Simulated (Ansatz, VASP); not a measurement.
## MgO in VASP and in Ansatz

INCAR

```
  ALGO = Normal
  EDIFF = 1E-6
  ENCUT = 600
  GGA = PE
  GGA_COMPAT = False
  ISIF = 2
  ISMEAR = 0
  LASPH = True
  LCHARG = False
  LREAL = False
  LWAVE = False
  NBANDS = 11
  NELM = 120
  PREC = Accurate
  SIGMA = 0.1
```

Contents of KPOINTS:

```
k-points
0
Gamma
  8 8 8
```

The input POSCAR:

```
MgO
1.0
    0.0000000000      2.1100000000      2.1100000000
    2.1100000000      0.0000000000      2.1100000000
    2.1100000000      2.1100000000      0.0000000000
Mg O
1 1
Direct
    0.0000000000      0.0000000000      0.0000000000
    0.5000000000      0.5000000000      0.5000000000
```

Input for Ansatz:

```yaml
crystal:
  lattice:
    - [0.0, 2.11, 2.11]
    - [2.11, 0.0, 2.11]
    - [2.11, 2.11, 0.0]
  atoms:
    - { symbol: Mg, position: [0.0, 0.0, 0.0] }
    - { symbol: O, position: [0.5, 0.5, 0.5] }
basis:
  ecutwfc: 420
kpoints:
  mp_grid: { grid: [8, 8, 8] }
hamiltonian:
  xc: pbe
  pseudopotentials: { kind: paw, azcp: { folder: soft_1 } }
scf:
  occupations: { method: gaussian, width: 0.1 }
output:
  forces: true
  stress: true
  eigenvalues: true
```

Alike in both runs: task single point; functional PBE; k mesh 8 × 8 × 8; occupations gaussian, width 0.1 eV; no spin polarisation.

```csv
,VASP,Ansatz
version,VASP 6.6.1,Ansatz 0.2.0
potentials or method,"VASP PAW PBE potentials, release 64 (Mg, O), cutoff 600 eV","scalar-relativistic, plane waves, PAW"
valence electrons in the cell,8,16
```

|  | VASP | Ansatz | Ansatz less VASP |
| --- | --- | --- | --- |
| gap on the k mesh at the Fermi level (eV) | 4.67 | 4.69 | +0.019 |
| least direct gap on the mesh (eV) | 4.67 | 4.69 | +0.019 |
| pressure (GPa) | 2.8 | 3.8 | +1.06 |

VASP's potentials hold 8 valence electrons a cell and Ansatz's 16, so a difference there can come from the potentials and not from the codes.
